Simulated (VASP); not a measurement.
Sb2P3H:

```xyz
6
Lattice="4.6607 0.0000 0.0000 -2.3304 4.0363 0.0000 0.0000 0.0000 7.3924" Properties=species:S:1:pos:R:3 pbc="T T T"
Sb    0.0000    2.6909    1.8426
Sb    2.3304    1.3454    5.5498
H     0.0000    0.0000    0.0000
P     0.0000    2.6909    4.8125
P     2.3304    1.3454    2.5799
P     0.0000    0.0000    3.6962
```

The cell was built from a structure type or drawn by symmetry, and may not be a known phase.

* Program: VASP 6.6.1
* Task: relaxation of cell and atoms
* Functional: PBE
* Potentials or basis: VASP PAW PBE potentials, release 64 (Sb, H, P)
* Cutoff: 600 eV
* k mesh: 6 × 6 × 4
* Occupations: gaussian, width 0.1 eV
* Spin: no spin polarisation

At the start: pressure -6.7 GPa; volume 23.18 Å³/atom.

Problem. How do energy, volume and symmetry change on relaxing?

Solution. Over 21 steps the energy falls by 148.3 meV/atom and the volume is 17.67 Å³/atom (-23.7 %); space group P-3m1 (No. 164, to 0.1 Å) before and after.

Step by step:
```csv
step,energy change (eV),largest force (eV/Å),pressure (GPa),volume (Å³)
1,0.0000,0.6213,-6.69,139.07
2,-0.4129,0.5432,1.27,120.48
3,-0.4204,0.3736,0.10,122.42
4,-0.4862,0.4054,0.11,121.07
5,-0.5395,0.5930,0.41,118.68
6,-0.5966,0.4662,-0.94,118.65
7,-0.6452,0.3233,-3.19,118.54
8,-0.6804,0.3162,-3.04,117.10
9,-0.7777,0.2919,-2.34,112.84
10,-0.8287,0.0461,0.99,104.53
11,-0.8446,0.2124,-0.79,108.03
12,-0.8480,0.1818,-0.34,107.01
13,-0.8670,0.1569,-0.01,106.48
14,-0.8781,0.1265,0.59,105.71
15,-0.8781,0.1251,0.62,105.67
16,-0.8817,0.1242,0.11,106.29
17,-0.8826,0.1280,-0.37,106.88
18,-0.8849,0.1075,-0.31,106.75
19,-0.8892,0.0422,-0.16,106.36
20,-0.8874,0.0931,0.05,105.58
21,-0.8898,0.0295,-0.05,106.04
```

Final structure:
```
Sb H P
1.0
     4.48186    0.00000    0.00000
    -2.24093    3.88141    0.00000
     0.00000    0.00000    6.09583
Sb H P
2 1 3
Direct
  0.33333 0.66667 0.19637
  0.66667 0.33333 0.80363
  0.00000 0.00000 0.00000
  0.33333 0.66667 0.67015
  0.66667 0.33333 0.32985
  0.00000 0.00000 0.50000
```

Caveat: the volume moved by over 15 % at a fixed basis, so the end points are rough.
